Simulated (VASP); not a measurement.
Wanted: the native input for a VASP 6.6.1 run.

```
Task                   : single point
Functional             : PBE
Potentials or basis    : VASP PAW PBE potentials, release 64 (P)
Cutoff                 : 520 eV
k mesh                 : 4 × 4 × 6
Occupations            : gaussian, width 0.1 eV
Spin                   : no spin polarisation
Dipole correction      : no
Further INCAR settings : ALGO = Normal; EDIFF = 1e-06; NBANDS = 18
```

The structure of P lies in POSCAR:

```
P
1.0
    4.1982022800      0.0000000000      0.0000000000
    0.0000000000      4.1982022800      0.0000000000
    0.0000000000      0.0000000000      3.2411684500
P
4
Direct
    0.3384865200      0.0000000000      0.7500000000
    0.6615134800      0.0000000000      0.2500000000
    0.0000000000      0.3384865200      0.0000000000
    0.0000000000      0.6615134800      0.5000000000
```

The input as run:

INCAR

```
SYSTEM = P
PREC     = Accurate       ! precision mode
ENCUT    = 520            ! plane-wave cutoff, eV
EDIFF    = 1E-6           ! SCF threshold, eV
ISMEAR   = 0              ! smearing method
SIGMA    = 0.1            ! smearing width, eV
LREAL    = .False.        ! projectors in reciprocal space
LASPH    = .True.         ! aspherical terms in the spheres
NELM     = 60             ! most SCF steps
ALGO     = Normal         ! electronic algorithm
ISIF     = 2              ! what is computed and relaxed
LWAVE    = .False.        ! write WAVECAR
LCHARG   = .False.        ! write CHGCAR
GGA      = PE             ! functional
NBANDS   = 18             ! bands
```

KPOINTS

```
Automatic mesh
0
Gamma
  4 4 6
  0 0 0
```

Potentials or basis: VASP PAW PBE potentials, release 64 (P).

The run is started by

```bash
$ cat potpaw_PBE.64/P/POTCAR > POTCAR
$ mpirun -np 1 vasp_std > vasp.out
```

Results of the run:

```yaml
Pressure: 26.7 GPa
Largest_force: 0.781 eV/Å
Band_gap_on_the_k_mesh: zero (band 10 reaches 11.74 eV, above the bottom of band 11 at 9.63 eV)
```

Caveat: the k points lie up to 0.37 Å⁻¹ apart.

Wall time 16 s on 1 thread of Intel(R) Xeon(R) Platinum 8375C CPU @ 2.90GHz (Ice Lake) (shared host), peak memory 0.16 GiB.
